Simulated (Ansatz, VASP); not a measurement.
# Two plane-wave programs on Se

INCAR

```
ALGO = Normal ; EDIFF = 1E-6
ENCUT = 520 ; GGA = PE
ISIF = 2 ; ISMEAR = 1
LASPH = True ; LCHARG = False
LREAL = False ; LWAVE = False
NBANDS = 16 ; NELM = 100
PREC = Accurate ; SIGMA = 0.2
```

KPOINTS

```
k-points
0
Gamma
  8 8 6
```

POSCAR

```
Se
1.0
    4.5203796332      0.0000000000      0.0000000000
   -2.2601898166      3.9147635971      0.0000000000
    0.0000000000      0.0000000000      5.0453124951
Se
3
Direct
    0.2189274285      0.0000000000      0.3333333333
    1.0000000000      0.2189274285      0.6666666667
    0.7810725715      0.7810725715      0.0000000000
```

Input for Ansatz:

```yaml
crystal:
  lattice:
    - [4.5203796332, 0.0, 0.0]
    - [-2.2601898166, 3.9147635971, 0.0]
    - [0.0, 0.0, 5.0453124951]
  atoms:
    - { symbol: Se, position: [0.2189274285, 0.0, 0.3333333333] }
    - { symbol: Se, position: [1.0, 0.2189274285, 0.6666666667] }
    - { symbol: Se, position: [0.7810725715, 0.7810725715, 0.0] }
hamiltonian:
  xc: pbe
  pseudopotentials:
    kind: paw
    azcp:
      Se: "pseudopotentials/Se.paw.azcp"
basis:
  ecutwfc: 420
  fft_grid_basis: typed
kpoints:
  mp_grid: { grid: [8, 8, 6], shift: [0, 0, 0] }
magnetization:
  spin_polarized: false
scf:
  occupations: { method: cold, width: 0.2 }
  lower_state_search: "off"
output:
  stress: true
```

Alike in both runs: task single point; functional PBE; k mesh 8 × 8 × 6; no spin polarisation.

```csv
,VASP,Ansatz
version,VASP 6.6.1,Ansatz 0.2.0
potentials or method,"VASP PAW PBE potentials, release 64 (Se), cutoff 520 eV","plane waves (420 eV) with PAW, scalar-relativistic"
occupations,"methfessel-paxton of order 1, width 0.2 eV","cold, width 0.2 eV"
valence electrons in the cell,18,48
```

```csv
,VASP,Ansatz,Ansatz less VASP
pressure (GPa),0.1,0.0,-0.09
```

VASP's potentials hold 18 valence electrons a cell and Ansatz's 48, so a difference there can come from the potentials and not from the codes.
